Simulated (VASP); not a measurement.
A run of VASP 6.6.1:

INCAR

```
SYSTEM = Al
PREC     = Accurate       ! precision mode
ENCUT    = 520            ! plane-wave cutoff, eV
EDIFF    = 1E-7           ! SCF threshold, eV
ISMEAR   = -1             ! smearing method
SIGMA    = 0.1            ! smearing width, eV
LREAL    = .FALSE.        ! projectors in reciprocal space
LASPH    = .TRUE.         ! aspherical terms in the spheres
NELM     = 100            ! most SCF steps
ALGO     = Normal         ! electronic algorithm
ISIF     = 2              ! what is computed and relaxed
LWAVE    = .FALSE.        ! write WAVECAR
LCHARG   = .FALSE.        ! write CHGCAR
NBANDS   = 8              ! bands
```

The input KPOINTS:

```
Automatic mesh
0
G
  15 15 15
  0 0 0
```

Contents of POSCAR:

```
Al
1.0
   -1.5753068100      1.5912190000      1.5912190000
    1.5912190000     -1.5753068100      1.5912190000
    1.5912190000      1.5912190000     -1.5753068100
Al
1
Direct
    0.0000000000      0.0000000000      0.0000000000
```

Potentials or basis: VASP PAW LDA potentials, release 64 (Al).

Command:

```bash
$ cat potpaw_LDA.64/Al/POTCAR > POTCAR
$ mpirun -np 1 vasp_std > vasp.out
```

Hardware: 1 thread of Intel(R) Xeon(R) Platinum 8375C CPU @ 2.90GHz (Ice Lake), on a shared host.

Q: How long does it take, and how much memory?

A: It took 12 s on 1 thread of Intel(R) Xeon(R) Platinum 8375C CPU @ 2.90GHz (Ice Lake), on a shared host, peak memory 0.14 GiB. Counts: scf iterations 9, k points 344.
